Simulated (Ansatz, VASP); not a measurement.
**EuS in VASP and in Ansatz**

Contents of INCAR:

```
ALGO = Normal ; EDIFF = 1E-6
ENCUT = 600 ; GGA = PS
GGA_COMPAT = False ; ISIF = 2
ISMEAR = -1 ; ISPIN = 2
LASPH = True ; LCHARG = True
LELF = True ; LMAXMIX = 6
LORBIT = 11 ; LREAL = False
LVHAR = True ; LWAVE = False
MAGMOM = 9.1 0 ; NBANDS = 22
NELM = 200 ; PREC = Accurate
SIGMA = 0.1
```

KPOINTS

```
k-points
0
Gamma
  10 10 10
```

The input POSCAR:

```
EuS
1.0
    0.0000000000      2.9176972248      2.9176972248
    2.9176972248      0.0000000000      2.9176972248
    2.9176972248      2.9176972248      0.0000000000
Eu S
1 1
Direct
    0.0000000000      0.0000000000      0.0000000000
    0.5000000000      0.5000000000      0.5000000000
```

Input for Ansatz:

```yaml
crystal:
  lattice:
    - [0.0, 2.9176972248093, 2.9176972248093]
    - [2.9176972248093, 0.0, 2.9176972248093]
    - [2.9176972248093, 2.9176972248093, 0.0]
  atoms:
    - { symbol: Eu, position: [0.0, 0.0, 0.0], spin: 9.1 }
    - { symbol: S, position: [0.5, 0.5, 0.5] }
kpoints:
  mp_grid:
    grid: [10, 10, 10]
hamiltonian:
  xc: pbesol
  pseudopotentials:
    kind: all_electron
    relativity: none
    lapw: {}
magnetization:
  spin_polarized: true
scf:
  max_iter: 60
  mixing:
    algorithm: broyden
    preconditioner: resta
  occupations:
    method: fermi_dirac
```

Alike in both runs: task single point; functional PBEsol; k mesh 10 × 10 × 10; collinear spin.

```csv
,VASP,Ansatz
version,VASP 6.6.1,Ansatz 0.2.0
potentials or method,"VASP PAW PBE potentials, release 64 (Eu, S), cutoff 600 eV",all-electron (LAPW or listed datasets)
occupations,"fermi-dirac, width 0.1 eV",fermi-dirac
```

Ansatz gave:

```
net moment per atom (μB)                                      : 3.50
size of the moment on the site where the two differ most (μB) : 6.99
```

Question: Which values does VASP return?

Answer: net moment per atom (μB): 3.46; size of the moment on the site where the two differ most (μB): 6.55.

VASP's potentials were made for PBE, not for PBEsol. Site moments also hang on the region over which each program counts them. Ansatz ran all-electron here, and VASP with PAW potentials. Ansatz's warnings: given moment on shells, stability check not made.

Spin-orbit coupling is off throughout.
